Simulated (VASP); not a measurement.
The system is CoSi.

```xyz
8
Lattice="4.4380 0.0000 0.0000 0.0000 4.4380 0.0000 0.0000 0.0000 4.4380" Properties=species:S:1:pos:R:3 pbc="T T T"
Co    0.6213    0.6213    0.6213
Co    1.5977    3.8167    2.8403
Co    2.8403    1.5977    3.8167
Co    3.8167    2.8403    1.5977
Si    3.7412    3.7412    3.7412
Si    2.9158    0.6968    1.5222
Si    1.5222    2.9158    0.6968
Si    0.6968    1.5222    2.9158
```

```yaml
Program: VASP 6.6.1
Task: relaxation of cell and atoms
Functional: PBE
Potentials_or_basis: VASP PAW PBE potentials, release 64 (Co, Si)
Cutoff: 600 eV
k_mesh: 8 × 8 × 8
Occupations: gaussian, width 0.3 eV
Spin: no spin polarisation
```

At the start: pressure -0.2 GPa; volume 10.93 Å³/atom.

Task: How do energy, volume and symmetry change on relaxing?

Result: Over 11 steps the energy falls by 2.5 meV/atom and the volume is 10.87 Å³/atom (-0.5 %); space group P2_13 (No. 198, to 0.1 Å) before and after.

Step by step:
```tsv
step	energy change (eV)	largest force (eV/Å)	pressure (GPa)	volume (Å³)
1	0.0000	0.2631	-0.23	87.41
2	-0.0114	0.1753	-0.02	87.22
3	-0.0190	0.0870	0.43	86.88
4	-0.0194	0.0222	-0.84	87.32
5	-0.0199	0.0455	-0.29	87.13
6	-0.0203	0.0066	0.12	86.95
7	-0.0204	0.0037	0.04	86.98
8	-0.0204	0.0029	-0.01	87.01
9	-0.0204	0.0032	-0.01	87.00
10	-0.0204	0.0031	-0.01	87.00
11	-0.0204	0.0018	0.01	87.00
```

Final structure:
```
Co Si
1.0
     4.43102    0.00000    0.00000
     0.00000    4.43102    0.00000
     0.00000    0.00000    4.43102
Co Si
4 4
Direct
  0.14493 0.14493 0.14493
  0.35507 0.85507 0.64493
  0.64493 0.35507 0.85507
  0.85507 0.64493 0.35507
  0.84318 0.84318 0.84318
  0.65682 0.15682 0.34318
  0.34318 0.65682 0.15682
  0.15682 0.34318 0.65682
```

Caveat: so wide a smearing shifts energies and pressures.
